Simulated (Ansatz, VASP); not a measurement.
**One calculation of SnO, two programs**

File INCAR:

```
  PREC = Accurate
  ENCUT = 520
  EDIFF = 1E-7
  ISMEAR = 0
  SIGMA = 0.05
  LREAL = F
  LASPH = T
  NELM = 100
  ALGO = Normal
  ISIF = 2
  LWAVE = F
  LCHARG = F
  GGA = PS
  NBANDS = 28
```

KPOINTS

```
regular mesh
0
Gamma
  8 6 6
```

POSCAR

```
SnO
1.0
    3.3550050000      0.0000000000      0.0000000000
    0.0000000000      5.6741040000      0.0000000000
    0.0000000000      0.0000000000      4.2219700000
Sn O
2 2
Direct
    0.0430215655      0.2573469488      0.5473312555
    0.5430215655      0.7935289488      0.0473312555
    0.0000000000      0.8912500000      0.7368570000
    0.5000000000      0.1087500000      0.2368570000
```

Input for Ansatz:

```yaml
crystal:
  lattice:
    - [3.355005, 0.0, 0.0]
    - [0.0, 5.674104, 0.0]
    - [0.0, 0.0, 4.22197]
  atoms:
    - { symbol: Sn, position: [0.0430215655, 0.2573469488, 0.5473312555] }
    - { symbol: Sn, position: [0.5430215655, 0.7935289488, 0.0473312555] }
    - { symbol: O, position: [0.0, 0.89125, 0.736857] }
    - { symbol: O, position: [0.5, 0.10875, 0.236857] }
basis:
  ecutwfc: 420
kpoints:
  mp_grid: { grid: [8, 6, 6] }
hamiltonian:
  xc: pbesol
scf:
  occupations: { method: gaussian, width: 0.05 }
output:
  forces: true
  stress: true
  eigenvalues: true
```

Change from the starting cell: all Sn atoms moved +0.250 Å, as atom 1 along Cartesian [1 1 1].

Alike in both runs: task single point; functional PBEsol; k mesh 8 × 6 × 6; occupations gaussian, width 0.05 eV; no spin polarisation.

|  | VASP | Ansatz |
| --- | --- | --- |
| version | VASP 6.6.1 | Ansatz 0.2.0 |
| potentials or method | VASP PAW PBE potentials, release 64 (Sn_d, O), cutoff 520 eV | scalar-relativistic, plane waves, PAW |
| valence electrons in the cell | 40 | 40 |

Ansatz gave:

- gap on the k mesh at the Fermi level (eV): 1.14
- least direct gap on the mesh (eV): 1.33
- pressure (GPa): -3.3
- traceless stress, the component that is largest in VASP (GPa): 2.78
- rms of the force components (eV/Å): 1.072

Question: Estimate VASP's values.

Answer: gap on the k mesh at the Fermi level (eV): 1.13; least direct gap on the mesh (eV): 1.32; pressure (GPa): -3.2; traceless stress, the component that is largest in VASP (GPa): 2.88; rms of the force components (eV/Å): 1.078.

VASP's potentials were made for PBE, not for PBEsol. Atom by atom the forces differ by 0.033 eV/Å (rms over components). The functional is the same, so the differences come from potentials, cutoffs and numerics.
